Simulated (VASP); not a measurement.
The system is Ag.

```
Ag
1.0
    -1.65565    1.65565    1.65565
     1.65565   -1.65565    1.65565
     1.65565    1.65565   -1.65565
Ag
1
Direct
  0.00000 0.00000 0.00000
```

```yaml
Program: VASP 6.6.1
Task: relaxation of cell and atoms
Functional: revPBE
Dispersion: D3(BJ)
Potentials_or_basis: VASP PAW PBE potentials, release 64 (Ag)
Cutoff: 600 eV
k_mesh: 11 × 11 × 11
Occupations: fermi-dirac, width 0.05 eV
Spin: no spin polarisation
```

At the start: pressure -7.7 GPa; volume 18.15 Å³/atom.

Task: Where does the relaxation end?

Result: Over 3 steps the energy falls by 39.7 meV/atom and the volume is 16.65 Å³/atom (-8.3 %); space group Im-3m (No. 229, to 0.05 Å).

Step by step:
```csv
step,energy change (eV),largest force (eV/Å),pressure (GPa),volume (Å³)
1,0.0000,0.0000,-7.69,18.15
2,-0.0285,0.0000,5.43,15.96
3,-0.0397,0.0000,-0.01,16.65
```

Final structure:
```
Ag
1.0
    -1.60876    1.60876    1.60876
     1.60876   -1.60876    1.60876
     1.60876    1.60876   -1.60876
Ag
1
Direct
  0.00000 0.00000 0.00000
```

Caveat: the PAW data sets were made with another functional, which shifts forces and pressure a little; pairwise dispersion overbinds metals, which lowers pressure and volume.
